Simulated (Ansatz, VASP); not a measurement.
# One calculation of Ga3Se, two programs

```xyz
4
Lattice="4.4325 0.0000 0.0000 0.0000 4.4325 0.0000 0.0000 0.0000 4.4325" Properties=species:S:1:pos:R:3 pbc="T T T"
Ga    0.0000    2.2162    2.2162
Ga    2.2162    0.0000    2.2162
Ga    2.2162    2.2162    0.0000
Se    0.0000    0.0000    0.0000
```

Alike in both runs: task single point; functional PBE; k mesh 6 × 6 × 6; occupations fermi-dirac, width 0.1 eV; no spin polarisation.

|  | VASP | Ansatz |
| --- | --- | --- |
| version | VASP 6.6.1 | Ansatz 0.2.0 |
| potentials or method | VASP PAW PBE potentials, release 64 (Ga_d, Se) | plane waves, PAW |
| plane-wave cutoff (eV) | 520 | 420 |
| valence electrons in the cell | 45 | 55 |

|  | VASP | Ansatz | Ansatz less VASP |
| --- | --- | --- | --- |
| gap on the k mesh at the Fermi level (eV) | none | none | - |
| pressure (GPa) | -0.4 | -0.5 | -0.11 |

A gap of «none» marks a metal or a gap that the smearing closes. VASP's potentials hold 45 valence electrons a cell and Ansatz's 55, so a difference there can come from the potentials and not from the codes.
